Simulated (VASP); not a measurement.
A run of VASP 6.6.1 is set up as follows.

Contents of INCAR:

```
ALGO = Normal ; EDIFF = 1E-6
ENCUT = 500 ; GGA = CA
GGA_COMPAT = F ; ISIF = 2
ISMEAR = -1 ; LASPH = T
LCHARG = F ; LREAL = F
LWAVE = F ; NBANDS = 26
NELM = 120 ; PREC = Accurate
SIGMA = 0.1
```

File KPOINTS:

```
k-points
0
Gamma
  6 4 6
```

POSCAR

```
CdS
1.0
    4.0242779642      0.0000000000      0.0000000000
    0.0000000000      5.6894035981      0.0000000000
    0.0000000000      0.0000000000      4.0239352472
Cd S
2 2
Direct
    0.5000000000      0.5000000000      0.2430260000
    0.0000000000      0.0000000000      0.7569740000
    0.5000000000      0.0000000000      0.2551630000
    0.0000000000      0.5000000000      0.7448370000
```

Potentials or basis: VASP PAW LDA potentials, release 64 (Cd, S).

Command:

```console
$ cat potpaw_LDA.64/Cd/POTCAR potpaw_LDA.64/S/POTCAR > POTCAR
$ mpirun -np 1 vasp_std > vasp.out
```

What does it give for the pressure?

-10.9 GPa.

Estimate the largest force.

0.045 eV/Å.

Estimate the band gap on the k mesh.

0.01 eV.

Forces on the atoms (eV/Å):
```
Cd   0.000  0.000  0.014
Cd   0.000  0.000 -0.014
S    0.000  0.000 -0.045
S    0.000  0.000  0.045
```

Caveat: the cell stands under tension; the smearing spreads over this small gap; semilocal functionals underestimate gaps, and a narrow one can read as zero. A k mesh can miss the band edges.
